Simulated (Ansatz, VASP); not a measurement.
# HfC: VASP beside Ansatz

File INCAR:

```
PREC     = Accurate       # precision mode
ENCUT    = 520            # plane-wave cutoff, eV
EDIFF    = 1E-7           # SCF threshold, eV
ISMEAR   = 0              # smearing method
SIGMA    = 0.15           # smearing width, eV
LREAL    = False          # projectors in reciprocal space
LASPH    = True           # aspherical terms in the spheres
NELM     = 100            # most SCF steps
ALGO     = Normal         # electronic algorithm
ISIF     = 2              # what is computed and relaxed
LWAVE    = False          # write WAVECAR
LCHARG   = False          # write CHGCAR
GGA      = PS             # functional
NBANDS   = 14             # bands
```

The input KPOINTS:

```
Automatic mesh
0
Gamma
  18 18 18
```

File POSCAR:

```
HfC
1.0
    0.0000000000      2.4645000000      2.3250000000
    2.4645000000      0.0000000000      2.3250000000
    2.4645000000      2.4645000000      0.0000000000
Hf C
1 1
Direct
    0.5000000000      0.5000000000      0.5000000000
    0.0000000000      0.0000000000      0.0000000000
```

Input for Ansatz:

```yaml
crystal:
  lattice:
    - [0.0, 2.4645, 2.325]
    - [2.4645, 0.0, 2.325]
    - [2.4645, 2.4645, 0.0]
  atoms:
    - { symbol: Hf, position: [0.5, 0.5, 0.5] }
    - { symbol: C, position: [0.0, 0.0, 0.0] }
basis:
  ecutwfc: 420
kpoints:
  mp_grid: { grid: [18, 18, 18] }
hamiltonian:
  xc: pbesol
scf:
  occupations: { method: gaussian, width: 0.15 }
output:
  forces: true
  stress: true
  eigenvalues: true
```

Change from the starting cell: strain +0.0600 x Voigt [1, 1, 0, 0, 0, 0], atoms carried along.

Alike in both runs: task single point; functional PBEsol; k mesh 18 × 18 × 18; occupations gaussian, width 0.15 eV; no spin polarisation.

|  | VASP | Ansatz |
| --- | --- | --- |
| version | VASP 6.6.1 | Ansatz 0.2.0 |
| potentials or method | VASP PAW PBE potentials, release 64 (Hf_pv, C), cutoff 520 eV | scalar-relativistic, plane waves, PAW |
| valence electrons in the cell | 14 | 30 |

|  | VASP | Ansatz | Ansatz less VASP |
| --- | --- | --- | --- |
| gap on the k mesh at the Fermi level (eV) | none | none | - |
| pressure (GPa) | -26.3 | -25.7 | +0.69 |
| traceless stress, the component that is largest in VASP (GPa) | 9.46 | 9.40 | -0.062 |

VASP's potentials were made for PBE, not for PBEsol. A gap of «none» marks a metal or a gap that the smearing closes. VASP's potentials hold 14 valence electrons a cell and Ansatz's 30, so a difference there can come from the potentials and not from the codes.

Neither program's run includes spin-orbit coupling.
